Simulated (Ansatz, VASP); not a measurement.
# Ni3Pt: VASP beside Ansatz

```
Ni Pt
1.0
     3.60875    0.00000    0.00000
     0.00000    3.60875    0.00000
     0.00000    0.00000    3.60875
Ni Pt
3 1
Cartesian
  1.8044 0.0000 1.8044
  0.0000 1.8044 1.8044
  1.8044 1.8044 0.0000
  0.0000 0.0000 0.0000
```

Alike in both runs: task single point; functional LDA; k mesh 12 × 12 × 12; occupations gaussian, width 0.05 eV; collinear spin.

|  | VASP | Ansatz |
| --- | --- | --- |
| version | VASP 6.6.1 | Ansatz 0.2.0 |
| potentials or method | VASP PAW LDA potentials, release 64 (Ni, Pt), cutoff 520 eV | scalar-relativistic, plane waves, PAW |
| valence electrons in the cell | 40 | 72 |

Ansatz gave:

- gap on the k mesh at the Fermi level (eV): none
- pressure (GPa): -9.3
- net moment per atom (μB): 0.52
- size of the moment on the site where the two differ most (μB): 0.61

**Question.** Estimate VASP's values.

**Answer.** gap on the k mesh at the Fermi level (eV): none; pressure (GPa): -9.2; net moment per atom (μB): 0.48; size of the moment on the site where the two differ most (μB): 0.55.

LDA's correlation is that of Perdew and Zunger in VASP and of Perdew and Wang (1992) in Ansatz. Site moments also hang on the region over which each program counts them. A gap of «none» marks a metal or a gap that the smearing closes. VASP's potentials hold 40 valence electrons a cell and Ansatz's 72, so a difference there can come from the potentials and not from the codes.

Spin-orbit coupling is off throughout.
